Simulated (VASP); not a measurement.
Here is a VASP 6.6.1 calculation.

INCAR

```
SYSTEM = SnO
  ALGO = Normal
  EDIFF = 1E-7
  ENCUT = 520
  GGA = PS
  ISIF = 2
  ISMEAR = 0
  LASPH = .TRUE.
  LCHARG = .FALSE.
  LREAL = .FALSE.
  LWAVE = .FALSE.
  NBANDS = 28
  NELM = 100
  PREC = Accurate
  SIGMA = 0.05
```

File KPOINTS:

```
k-points
0
G
  8 6 6
  0 0 0
```

File POSCAR:

```
SnO
1.0
    3.2711298750      0.0000000000      0.0000000000
    0.0000000000      5.6741040000      0.0000000000
    0.0000000000      0.0000000000      4.2219700000
Sn O
2 2
Direct
    0.0000000000      0.2319090000      0.5131440000
    0.5000000000      0.7680910000      0.0131440000
    0.0000000000      0.8912500000      0.7368570000
    0.5000000000      0.1087500000      0.2368570000
```

Potentials or basis: VASP PAW PBE potentials, release 64 (Sn_d, O).

The run is started by

```sh
$ cat potpaw_PBE.64/Sn_d/POTCAR potpaw_PBE.64/O/POTCAR > POTCAR
$ mpirun -np 1 vasp_std > vasp.out
```

(1) Predict the largest force.

(2) What does it give for the pressure?

## Answers

(1) 0.206 eV/Å.

(2) -0.7 GPa.

Caveat: the cell differs from its parent crystal (strain -0.0250 x Voigt [1, 0, 0, 0, 0, 0]); the PAW data sets were made with another functional, which shifts forces and pressure a little.
